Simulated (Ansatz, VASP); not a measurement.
# One calculation of MnO2, two programs

File INCAR:

```
PREC = Accurate
ENCUT = 520
EDIFF = 1E-6
ISMEAR = -1
SIGMA = 0.05
LREAL = F
LASPH = T
NELM = 150
ALGO = Normal
ISIF = 2
LWAVE = F
LCHARG = T
ISPIN = 2
MAGMOM = 4 0 0
LORBIT = 11
LMAXMIX = 4
GGA = PS
LELF = T
LVHAR = T
NBANDS = 24
```

File KPOINTS:

```
regular mesh
0
Gamma
  11 11 6
```

The input POSCAR:

```
MnO2
1.0
    2.8754964680      0.0000000000      0.0000000000
   -1.4377482340      2.4902529899      0.0000000000
    0.0000000000      0.0000000000      4.6318476229
Mn O
1 2
Direct
    0.0000000000      0.0000000000      0.5000000000
    0.3333333333      0.6666666667      0.7062925700
    0.6666666667      0.3333333333      0.2937074300
```

File input.yaml:

```yaml
crystal:
  lattice:
    - [2.875496468, 0.0, 0.0]
    - [-1.437748234, 2.4902529899, 0.0]
    - [0.0, 0.0, 4.6318476229]
  atoms:
    - { symbol: Mn, position: [0.0, 0.0, 0.5], spin: 4.0 }
    - { symbol: O, position: [0.3333333333, 0.6666666667, 0.70629257] }
    - { symbol: O, position: [0.6666666667, 0.3333333333, 0.29370743] }
hamiltonian:
  xc: pbesol
  pseudopotentials: { kind: paw }
magnetization:
  spin_polarized: true
kpoints:
  mp_grid: { grid: [11, 11, 6] }
scf:
  occupations: { method: fermi_dirac, width: 0.05 }
output:
  forces: true
  stress: true
  eigenvalues: true
```

Alike in both runs: task single point; functional PBEsol; k mesh 11 × 11 × 6; occupations fermi-dirac, width 0.05 eV; collinear spin.

|  | VASP | Ansatz |
| --- | --- | --- |
| version | VASP 6.6.1 | Ansatz 0.2.0 |
| potentials or method | VASP PAW PBE potentials, release 64 (Mn_pv, O) | Ansatz PAW |
| plane-wave cutoff (eV) | 520 | 420 |
| valence electrons in the cell | 25 | 27 |

|  | VASP | Ansatz | Ansatz less VASP |
| --- | --- | --- | --- |
| gap on the k mesh at the Fermi level (eV) | 0.77 | 0.81 | +0.035 |
| least direct gap on the mesh (eV) | 0.83 | 0.87 | +0.035 |
| pressure (GPa) | -5.0 | -5.8 | -0.81 |
| traceless stress, the component that is largest in VASP (GPa) | 2.22 | 2.63 | +0.404 |
| rms of the force components (eV/Å) | 0.168 | 0.205 | +0.0365 |
| net moment per atom (μB) | 1.00 | 1.00 | 0.000 |
| size of the moment on the site where the two differ most (μB) | 2.85 | 2.51 | -0.341 |

VASP's potentials were made for PBE, not for PBEsol. Site moments also hang on the region over which each program counts them. Atom by atom the forces differ by 0.037 eV/Å (rms over components). VASP's potentials hold 25 valence electrons a cell and Ansatz's 27, so a difference there can come from the potentials and not from the codes.

Noted on Ansatz's run: odd divisions of the mesh miss points on the zone boundary, where band edges often lie, so the gap on the mesh can be too wide.
